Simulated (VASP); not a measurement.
**La3Sb (L12 type): single point with r2SCAN**

The system is La3Sb (L12 type).

```xyz
4
Lattice="4.6471 0.0000 0.0000 0.0000 4.6471 0.0000 0.0000 0.0000 4.6471" Properties=species:S:1:pos:R:3 pbc="T T T"
Sb    0.0000    0.0000    0.0000
La    0.0000    2.3236    2.3236
La    2.3236    0.0000    2.3236
La    2.3236    2.3236    0.0000
```

This cell differs from its parent crystal: volume scaled by 0.8.

```
Program                : VASP 6.6.1
Task                   : single point
Functional             : r2SCAN
Potentials or basis    : VASP PAW PBE potentials, release 64 (Sb, La)
Cutoff                 : 520 eV
k mesh                 : 7 × 7 × 7
Occupations            : fermi-dirac, width 0.05 eV
Spin                   : no spin polarisation
Dipole correction      : no
Further INCAR settings : ALGO = Normal; EDIFF = 1e-07; NBANDS = 27
```

| Property | Result |
| --- | --- |
| Pressure | 17.1 GPa |
| Band gap on the k mesh | zero (band 19 reaches 12.27 eV, above the bottom of band 20 at 10.49 eV) |

Levels at points of the mesh, in eV from the Fermi level:
```csv
k point,band 17,band 18,band 19,band 20,band 21,band 22
"(0.00, 0.00, 0.00)",-1.78,-1.78,-1.78,-1.34,-1.34,-1.34
```

Wall time 3.3 min on 1 thread of Intel(R) Xeon(R) Platinum 8488C (Sapphire Rapids), on a shared host, peak memory 0.25 GiB.

Caveat: the PAW data sets were made with another functional, which shifts forces and pressure a little; spin-orbit coupling is left out, which moves the levels of the heavy elements.
